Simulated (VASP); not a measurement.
Set up this calculation in VASP 6.6.1, as the native input.

| Property | Result |
| --- | --- |
| Task | single point |
| Functional | PBE |
| Potentials or basis | VASP PAW PBE potentials, release 64 (Ba_sv) |
| Cutoff | 520 eV |
| k mesh | 6 × 6 × 3 |
| Occupations | fermi-dirac, width 0.05 eV |
| Spin | no spin polarisation |
| Dipole correction | no |
| Further INCAR settings | ALGO = Fast; EDIFF = 1e-06; NBANDS = 17 |

The structure of Ba lies in POSCAR:

```
Ba
1.0
    3.5917737300     -2.5169042300      0.0000000000
    3.5917737300      2.5169042300      0.0000000000
    0.0000000000      0.0000000000      7.1900451800
Ba
2
Direct
    0.2532260300      0.7467739700      0.7500000000
    0.7467739700      0.2532260300      0.2500000000
```

The input as run:

INCAR

```
  PREC = Accurate
  ENCUT = 520
  EDIFF = 1E-6
  ISMEAR = -1
  SIGMA = 0.05
  LREAL = False
  LASPH = True
  NELM = 80
  ALGO = Fast
  ISIF = 2
  LWAVE = False
  LCHARG = False
  GGA = PE
  NBANDS = 17
```

KPOINTS

```
regular mesh
0
Gamma
  6 6 3
```

Potentials or basis: VASP PAW PBE potentials, release 64 (Ba_sv).

Launch:

```console
$ cat potpaw_PBE.64/Ba_sv/POTCAR > POTCAR
$ mpirun -np 1 vasp_std > vasp.out
```

Results of the run:

The pressure is -0.2 GPa, the largest force is 0.021 eV/Å and the band gap on the k mesh is zero (bands 10 and 11 overlap by 0.77 eV).

Caveat: spin-orbit coupling is left out, which moves the levels of the heavy elements.

It took 32 s on 1 thread of Intel(R) Xeon(R) Platinum 8488C (Sapphire Rapids), on a shared host, peak memory 0.25 GiB.
